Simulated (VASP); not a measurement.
# ZrHgCl6 (P4/mmm) in VASP: single point with r2SCAN+rVV10

Aim: the single point of ZrHgCl6 with r2SCAN+rVV10.

Program: VASP 6.6.1. These are calculated values, not measurements. Logs are shortened: lines on timing, memory, paths and dates and some standing lists are left out, and cuts for length are marked.

## (1) The cell of the first run

Symmetry: P4/mmm, No. 123, tetragonal system. The conventional cell has a = 4.283 Å, b = 4.283 Å, c = 9.541 Å, α = 90.00°, β = 90.00°, γ = 90.00°. Zr (site symmetry 4/mmm) has 12 Cl at 2.82 to 3.03 Å within 3.7 Å. Within 4.0 Å of Hg (site symmetry 4/mmm) lie 12 Cl at 3.03 to 3.64 Å. Within 3.7 Å of Cl (site symmetry 4/mmm) lie 8 Cl at 2.82 Å and 4 Zr at 3.03 Å. Within 4.0 Å of Cl (site symmetry 4/mmm) lie 4 Hg at 3.03 Å and 8 Cl at 3.64 Å. Cl (site symmetry 2mm) has 2 Zr at 2.82 Å and 9 Cl at 2.82 to 3.67 Å and 2 Hg at 3.64 Å within 3.7 Å.

## (2) Single point, r2SCAN+rVV10

Contents of POSCAR:

```
ZrHgCl6
1.0
    4.2834673112      0.0000000000      0.0000000000
    0.0000000000      4.2834673112      0.0000000000
    0.0000000000      0.0000000000      9.5409508963
Zr Hg Cl
1 1 6
Direct
    0.0000000000      0.0000000000      0.0000000000
    0.0000000000      0.0000000000      0.5000000000
    0.5000000000      0.5000000000      0.0000000000
    0.5000000000      0.5000000000      0.5000000000
    0.5000000000      0.0000000000      0.1921088069
    0.5000000000      0.0000000000      0.8078911931
    0.0000000000      0.5000000000      0.1921088069
    0.0000000000      0.5000000000      0.8078911931
```

Contents of INCAR.step1:

```
PREC = Accurate ; ENCUT = 520
ISMEAR = -1 ; SIGMA = 0.03
LREAL = False ; LASPH = True
NELM = 80 ; NBANDS = 43
GGA = PE ; ALGO = Normal
EDIFF = 1E-4 ; LWAVE = True
LCHARG = False
```

Contents of INCAR.step2:

```
PREC = Accurate ; ENCUT = 520
EDIFF = 1E-6 ; ISMEAR = -1
SIGMA = 0.03 ; LREAL = False
LASPH = True ; NELM = 80
ALGO = Normal ; ISIF = 2
LWAVE = False ; LCHARG = True
METAGGA = R2SCAN ; LMIXTAU = True
LUSE_VDW = True ; IVDW_NL = 2
BPARAM = 11.95 ; CPARAM = 0.0093
LELF = True ; LVHAR = True
NBANDS = 43 ; ISTART = 1
```

Contents of KPOINTS:

```
Automatic mesh
0
Gamma
  6 6 4
```

Potentials or basis: VASP PAW PBE potentials, release 64 (Zr_sv, Hg, Cl).

Launch:

```console
$ cat potpaw_PBE.64/Zr_sv/POTCAR potpaw_PBE.64/Hg/POTCAR potpaw_PBE.64/Cl/POTCAR > POTCAR
$ cp INCAR.step1 INCAR
$ mpirun -np 1 vasp_std > vasp.out
$ cp INCAR.step2 INCAR
$ mpirun -np 1 vasp_std > vasp.out
```

OUTCAR:

```text
PREC = Accurate
   ENCUT = 520
   EDIFF = 1E-6
   ISMEAR = -1
   LREAL = False
   LASPH = True
   NELM = 80
   ISIF = 2
   METAGGA = R2SCAN
   IVDW_NL = 2
   BPARAM = 11.95
   ISTART = 1

 ion  position               nearest neighbor table
   1  0.000  0.000  0.000-   5 2.82   6 2.82   7 2.82   8 2.82   7 2.82   8 2.82   5 2.82   6 2.82
                             3 3.03   3 3.03   3 3.03   3 3.03
   2  0.000  0.000  0.500-   4 3.03   4 3.03   4 3.03   4 3.03
   3  0.500  0.500  0.000-   1 3.03   1 3.03   1 3.03   1 3.03
   4  0.500  0.500  0.500-   2 3.03   2 3.03   2 3.03   2 3.03
   5  0.500  0.000  0.192-   1 2.82   1 2.82
   6  0.500  0.000  0.808-   1 2.82   1 2.82
   7  0.000  0.500  0.192-   1 2.82   1 2.82
   8  0.000  0.500  0.808-   1 2.82   1 2.82

  LATTYP: Found a simple tetragonal cell.
 ALAT       =     4.2834673112
 C/A-ratio  =     2.2273896830

  Lattice vectors:

 A1 = (   4.2834673112,   0.0000000000,   0.0000000000)
 A2 = (   0.0000000000,   4.2834673112,   0.0000000000)
 A3 = (   0.0000000000,   0.0000000000,   9.5409508963)

Analysis of symmetry for initial positions (statically):
=====================================================================
 Subroutine PRICEL returns:
 Original cell was already a primitive cell.

 Routine SETGRP: Setting up the symmetry group for a
 simple tetragonal supercell.

 Subroutine GETGRP returns: Found 16 space group operations
 (whereof 16 operations were pure point group operations)
 out of a pool of 16 trial point group operations.

The static configuration has the point symmetry D_4h.

Analysis of symmetry for dynamics (positions and initial velocities):
=====================================================================
 Subroutine PRICEL returns:
 Original cell was already a primitive cell.

 Routine SETGRP: Setting up the symmetry group for a
 simple tetragonal supercell.

 Subroutine GETGRP returns: Found 16 space group operations
 (whereof 16 operations were pure point group operations)
 out of a pool of 16 trial point group operations.

The dynamic configuration has the point symmetry D_4h.

 Subroutine INISYM returns: Found 16 space group operations
 (whereof 16 operations are pure point group operations),
 and found     1 'primitive' translations

----------------------------------------------------------------------------------------

                                     Primitive cell

  volume of cell :     175.0582

  direct lattice vectors                    reciprocal lattice vectors
     4.283467311  0.000000000  0.000000000     0.233455733  0.000000000  0.000000000
     0.000000000  4.283467311  0.000000000     0.000000000  0.233455733  0.000000000
     0.000000000  0.000000000  9.540950896     0.000000000  0.000000000  0.104811356

  length of vectors
     4.283467311  4.283467311  9.540950896     0.233455733  0.233455733  0.104811356

  position of ions in fractional coordinates (direct lattice)
     0.000000000  0.000000000  0.000000000
     0.000000000  0.000000000  0.500000000
     0.500000000  0.500000000  0.000000000
     0.500000000  0.500000000  0.500000000
     0.500000000  0.000000000  0.192108807
     0.500000000  0.000000000  0.807891193
     0.000000000  0.500000000  0.192108807
     0.000000000  0.500000000  0.807891193

  ion indices of the primitive-cell ions
   primitive index   ion index
                 1           1
                 2           2
                 3           3
                 4           4
                 5           5
                 6           6
                 7           7
                 8           8

----------------------------------------------------------------------------------------

 KPOINTS: Automatic mesh

Automatic generation of k-mesh.
 Grid dimensions read from file:
 generate k-points for:    6    6    4

 Generating k-lattice:

  Cartesian coordinates                     Fractional coordinates (reciprocal lattice)
     0.038909289  0.000000000  0.000000000     0.166666667  0.000000000  0.000000000
     0.000000000  0.038909289  0.000000000     0.000000000  0.166666667  0.000000000
     0.000000000  0.000000000  0.026202839     0.000000000  0.000000000  0.250000000

  Length of vectors
     0.038909289  0.038909289  0.026202839

  Shift w.r.t. Gamma in fractional coordinates (k-lattice)
     0.000000000  0.000000000  0.000000000

 Subroutine IBZKPT returns following result:
 ===========================================

 Found     30 irreducible k-points:

 Following reciprocal coordinates:
            Coordinates               Weight
  0.000000  0.000000  0.000000      1.000000
  0.166667  0.000000  0.000000      4.000000
  0.333333  0.000000  0.000000      4.000000
  0.500000  0.000000  0.000000      2.000000
  0.166667  0.166667  0.000000      4.000000
  0.333333  0.166667  0.000000      8.000000
[... 16 lines left out ...]
  0.333333  0.000000  0.500000      4.000000
  0.500000  0.000000  0.500000      2.000000
 [... further k-points ...]
   k-points           NKPTS =     30   k-points in BZ     NKDIM =     30   number of bands    NBANDS=     43
   number of dos      NEDOS =    301   number of ions     NIONS =      8
   total plane-waves  NPLWV =  73728
   dimension x,y,z NGX =    32 NGY =   32 NGZ =   72
   dimension x,y,z NGXF=    64 NGYF=   64 NGZF=  144
   ions per type =               1   1   6
   NGX,Y,Z   is equivalent  to a cutoff of  12.42, 12.42, 12.55 a.u.
   NGXF,Y,Z  is equivalent  to a cutoff of  24.84, 24.84, 25.09 a.u.
 SYSTEM =  unknown system
   PREC   = accura    normal or accurate (medium, high low for compatibility)
   ISTART =      1    job   : 0-new  1-cont  2-samecut
   ICHARG =      0    charge: 1-file 2-atom 10-const
   ISPIN  =      1    spin polarized calculation?
   LNONCOLLINEAR =      F non collinear calculations
   LSORBIT =      F    spin-orbit coupling
   LASPH  =      T    aspherical Exc in radial PAW
   ENCUT  =  520.0 eV  38.22 Ry    6.18 a.u.   7.96  7.96 17.74*2*pi/ulx,y,z
   NELM   =     80;   NELMIN=  2; NELMDL=  0     # of ELM steps
   EDIFF  = 0.1E-05   stopping-criterion for ELM
   LREAL  =      F    real-space projection
   EDIFFG = 0.1E-04   stopping-criterion for IOM
   NSW    =      0    number of steps for IOM
   IBRION =     -1    ionic relax: 0-MD 1-quasi-New 2-CG
   NFREE  =      0    steps in history (QN), initial steepest desc. (CG)
   ISIF   =      2    stress and relaxation
   ISYM   =      2    0-nonsym 1-usesym 2-fastsym
   POTIM  = 0.5000    time-step for ionic-motion
   TEBEG  =    0.0;   TEEND  =   0.0 temperature during run
   PSTRESS=    0.0 pullay stress
   NELECT =      66.0000    total number of electrons
   NUPDOWN=      -1.0000    fix difference up-down
   EMIN   =  10.00;   EMAX   =-10.00  energy-range for DOS
   EFERMI =   0.00;   METHOD = LEGACY
   ISMEAR =    -1;   SIGMA  =   0.03  broadening in eV -4-tet -1-fermi 0-gaus
   EFERMI_NEDOS =   21; number of points for ismear=-14 and -15
   IALGO  =     38    algorithm
   IMIX   =      4    mixing-type and parameters
     AMIX     =   0.40;   BMIX     =  1.00
     AMIX_MAG =   1.60;   BMIX_MAG =  1.00
  volume/ion in A,a.u.               =      21.88       147.67
  Fermi-wavevector in a.u.,A,eV,Ry     =   1.182666  2.234914 19.030439  1.398698
  Thomas-Fermi vector in A             =   2.318915
   LORBIT       =      0    0 simple, 1 ext, 2 COOP (PROOUT), +10 PAW based schemes
   METAGGA = R2SCAN    functional components
   LHFCALC =     F    Hartree Fock is set to
   AEXX    =    0.0000 exact exchange contribution
   IVDW_NL    =     2    kernel type
   BPARAM     =11.9500
   IVDW    =     0    specifies the selected vdW correction
   LEPSILON=     F    determine dielectric tensor
   LRPA    =     F    only Hartree local field effects (RPA)
 non-spin polarized calculation
  energy-cutoff  :      520.00
  volume of cell :      175.06
 maximum number of plane-waves:      4784
 NGX is ok and might be reduce to    32
   NGX = 15   NGY = 15   NGZ = 35

 number of electron      65.9999998 magnetization

 Free energy of the ion-electron system (eV)
  ---------------------------------------------------
  ext. energy  EPLUGINS =         0.00000000
  ---------------------------------------------------
  free energy    TOTEN  =      -112.59093440 eV

  energy without entropy =     -112.55955261  energy(sigma->0) =     -112.57524350

 E-fermi :   3.0814     XC(G=0): -10.2870

 val. band max:        3.0659802930   @ k =   0.3333   0.3333   0.5000
 cond. band min:       3.0861123502   @ k =   0.5000   0.1667   0.2500
 fundamental gap:      0.0201320571
 Fermi energy:         3.0813536608

 k-point     1 :       0.0000    0.0000    0.0000
  band No.  band energies     occupation
      1     -49.4920      2.00000
      2     -26.6302      2.00000
      3     -26.6302      2.00000
      4     -26.6279      2.00000
      5     -13.9271      2.00000
      6     -12.6938      2.00000
[... 35 lines left out ...]
     42      11.3183      0.00000
     43      11.8730      0.00000

 k-point     2 :       0.1667    0.0000    0.0000
  band No.  band energies     occupation
      1     -49.4917      2.00000
      2     -26.6388      2.00000
      3     -26.6295      2.00000
      4     -26.6262      2.00000
      5     -13.7943      2.00000
      6     -12.6091      2.00000
[... 35 lines left out ...]
     42      10.5539      0.00000
     43      11.3006      0.00000

 k-point     3 :       0.3333    0.0000    0.0000
  band No.  band energies     occupation
      1     -49.4913      2.00000
      2     -26.6561      2.00000
      3     -26.6282      2.00000
      4     -26.6228      2.00000
      5     -13.4475      2.00000
      6     -12.3676      2.00000
[... 35 lines left out ...]
     42      10.0630      0.00000
     43      10.3095      0.00000

 k-point     4 :       0.5000    0.0000    0.0000
  band No.  band energies     occupation
      1     -49.4911      2.00000
      2     -26.6646      2.00000
      3     -26.6276      2.00000
      4     -26.6211      2.00000
      5     -13.1710      2.00000
      6     -12.2283      2.00000
[... 863 lines left out ...]
     42      10.5343      0.00000
     43      10.8263      0.00000

 k-point    23 :       0.3333    0.0000    0.5000
  band No.  band energies     occupation
      1     -49.4913      2.00000
      2     -26.6561      2.00000
      3     -26.6282      2.00000
      4     -26.6228      2.00000
      5     -13.4441      2.00000
      6     -12.3916      2.00000
[... 35 lines left out ...]
     42      10.2413      0.00000
     43      10.5316      0.00000

 k-point    24 :       0.5000    0.0000    0.5000
  band No.  band energies     occupation
      1     -49.4911      2.00000
      2     -26.6646      2.00000
      3     -26.6276      2.00000
      4     -26.6211      2.00000
      5     -13.1685      2.00000
      6     -12.2258      2.00000
[... 35 lines left out ...]
     42      10.0829      0.00000
     43      10.7611      0.00000

 [... further k-points ...]

------------------------ aborting loop because EDIFF is reached ----------------------------------------

  FORCE on cell =-STRESS in cart. coord.  units (eV):
  Direction    XX          YY          ZZ          XY          YZ          ZX
  --------------------------------------------------------------------------------------
  -------------------------------------------------------------------------------------
  Total        0.0184302      0.0184302     -0.0318362      0.0000000     -0.0000000      0.0000000
  in kB        0.1686779      0.1686779     -0.2913731      0.0000000     -0.0000000      0.0000000
  external PRESSURE =       0.0153276 kB  Pullay stress =       0.0000000 kB

 VOLUME and BASIS-vectors are now :
 -----------------------------------------------------------------------------
  energy-cutoff  :      520.00
  volume of cell :      175.06
      direct lattice vectors                 reciprocal lattice vectors
     4.283467311  0.000000000  0.000000000     0.233455733  0.000000000  0.000000000
     0.000000000  4.283467311  0.000000000     0.000000000  0.233455733  0.000000000
     0.000000000  0.000000000  9.540950896     0.000000000  0.000000000  0.104811356

 POSITION                                       TOTAL-FORCE (eV/Angst)
 -----------------------------------------------------------------------------------
      0.00000      0.00000      0.00000         0.000000      0.000000      0.000000
      0.00000      0.00000      4.77048         0.000000      0.000000      0.000000
      2.14173      2.14173      0.00000         0.000000      0.000000      0.000000
      2.14173      2.14173      4.77048         0.000000      0.000000      0.000000
      2.14173      0.00000      1.83290        -0.000000      0.000000     -0.006172
      2.14173      0.00000      7.70805         0.000000      0.000000      0.006172
      0.00000      2.14173      1.83290        -0.000000     -0.000000     -0.006172
      0.00000      2.14173      7.70805         0.000000     -0.000000      0.006172
 -----------------------------------------------------------------------------------
    total drift:                                0.000000      0.000000     -0.000000

  FREE ENERGIE OF THE ION-ELECTRON SYSTEM (eV)
  ---------------------------------------------------
  free  energy   TOTEN  =      -112.5909343950 eV

  energy  without entropy=     -112.5595526132  energy(sigma->0) =     -112.57524350
```

Wall time 6.2 min (1 thread of Intel Xeon 6975P-C (Granite Rapids), shared host); peak memory 0.68 GiB.

Results:

* Free energy: -112.5909 eV
* Pressure: 0.0 GPa
* Largest force: 0.006 eV/Å
* Band gap on the k mesh: zero (bands 33 and 34 overlap by 0.35 eV)

Forces on the atoms (eV/Å):
```
Zr   0.000  0.000  0.000
Hg   0.000  0.000  0.000
Cl   0.000  0.000  0.000
Cl   0.000  0.000  0.000
Cl   0.000  0.000 -0.006
Cl   0.000  0.000  0.006
Cl   0.000  0.000 -0.006
Cl   0.000  0.000  0.006
```

Caveat: the PAW data sets were made with another functional, which shifts forces and pressure a little; spin-orbit coupling is left out, which moves the levels of the heavy elements.

The gap in the log of VASP goes by the Fermi energy; the results here count the filled bands.